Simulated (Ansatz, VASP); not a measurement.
## SnC2S2N2: VASP beside Ansatz

File INCAR:

```
PREC     = Accurate       # precision mode
ENCUT    = 520            # plane-wave cutoff, eV
EDIFF    = 1E-6           # SCF threshold, eV
ISMEAR   = -1             # smearing method
SIGMA    = 0.1            # smearing width, eV
LREAL    = False          # projectors in reciprocal space
LASPH    = True           # aspherical terms in the spheres
NELM     = 100            # most SCF steps
ALGO     = Normal         # electronic algorithm
ISIF     = 2              # what is computed and relaxed
LWAVE    = False          # write WAVECAR
LCHARG   = False          # write CHGCAR
GGA      = PE             # functional
NBANDS   = 57             # bands
```

The input KPOINTS:

```
Automatic mesh
0
Gamma
  3 4 2
```

Contents of POSCAR:

```
SnC2S2N2
1.0
    5.7444720000      0.0000000000      0.0000000000
   -0.2900320000      4.9846500000      0.0000000000
    1.9140190000      1.3557760000     10.1173480000
Sn N S C
2 4 4 4
Direct
    0.1862000000      0.1712000000      0.2562000000
    0.8138000000      0.8288000000      0.7438000000
    0.7750000000      0.0830000000      0.9070000000
    0.2250000000      0.9170000000      0.0930000000
    0.4130000000      0.8630000000      0.3480000000
    0.5870000000      0.1370000000      0.6520000000
    0.8602000000      0.7348000000      0.4042000000
    0.1398000000      0.2652000000      0.5958000000
    0.7159000000      0.3773000000      0.1245000000
    0.2841000000      0.6227000000      0.8755000000
    0.5970000000      0.8140000000      0.3710000000
    0.4030000000      0.1860000000      0.6290000000
    0.7470000000      0.2030000000      0.9990000000
    0.2530000000      0.7970000000      0.0010000000
```

Input for Ansatz:

```yaml
crystal:
  lattice:
    - [5.744472, 0.0, 0.0]
    - [-0.290032, 4.98465, 0.0]
    - [1.914019, 1.355776, 10.117348]
  atoms:
    - { symbol: Sn, position: [0.1862, 0.1712, 0.2562] }
    - { symbol: Sn, position: [0.8138, 0.8288, 0.7438] }
    - { symbol: "N", position: [0.775, 0.083, 0.907] }
    - { symbol: "N", position: [0.225, 0.917, 0.093] }
    - { symbol: "N", position: [0.413, 0.863, 0.348] }
    - { symbol: "N", position: [0.587, 0.137, 0.652] }
    - { symbol: S, position: [0.8602, 0.7348, 0.4042] }
    - { symbol: S, position: [0.1398, 0.2652, 0.5958] }
    - { symbol: C, position: [0.597, 0.814, 0.371] }
    - { symbol: C, position: [0.403, 0.186, 0.629] }
    - { symbol: C, position: [0.747, 0.203, 0.999] }
    - { symbol: C, position: [0.253, 0.797, 0.001] }
    - { symbol: S, position: [0.7159, 0.3773, 0.1245] }
    - { symbol: S, position: [0.2841, 0.6227, 0.8755] }
kpoints:
  mp_grid: { grid: [3, 4, 2], shift: [0.0, 0.0, 0.0] }
magnetization:
  spin_polarized: false
scf:
  occupations: { method: fermi_dirac }
  lower_state_search: "off"
  max_iter: 200
hamiltonian:
  pseudopotentials: { kind: paw }
  xc: pbe
basis:
  ecutwfc: 420
  fft_grid_basis: typed
output:
  forces: true
  stress: true
  eigenvalues: true
  populations: true
  elf: true
  write_potential: true
  volumetric_format: npy
  dos:
    e_range: [-12, 8]
    de: 0.05
    projected: { site_lists: { C: [C], "N": ["N"], S: [S], Sn: [Sn] } }
    method: { smearing: { sigma: 0.1, scheme: gaussian } }
checkpoint:
  read: saved_state
```

Alike in both runs: task single point; functional PBE; k mesh 3 × 4 × 2; no spin polarisation.

|  | VASP | Ansatz |
| --- | --- | --- |
| version | VASP 6.6.1 | Ansatz 0.2.0 |
| potentials or method | VASP PAW PBE potentials, release 64 (Sn_d, N, S, C), cutoff 520 eV | PAW plane waves |
| occupations | fermi-dirac, width 0.1 eV | fermi-dirac |
| valence electrons in the cell | 88 | 88 |

|  | VASP | Ansatz | Ansatz less VASP |
| --- | --- | --- | --- |
| pressure (GPa) | 0.6 | 0.6 | +0.01 |
| rms of the force components (eV/Å) | 1.059 | 0.871 | -0.1878 |

Noted on VASP's run: the standard files for N, O and F lose accuracy on very short bonds.
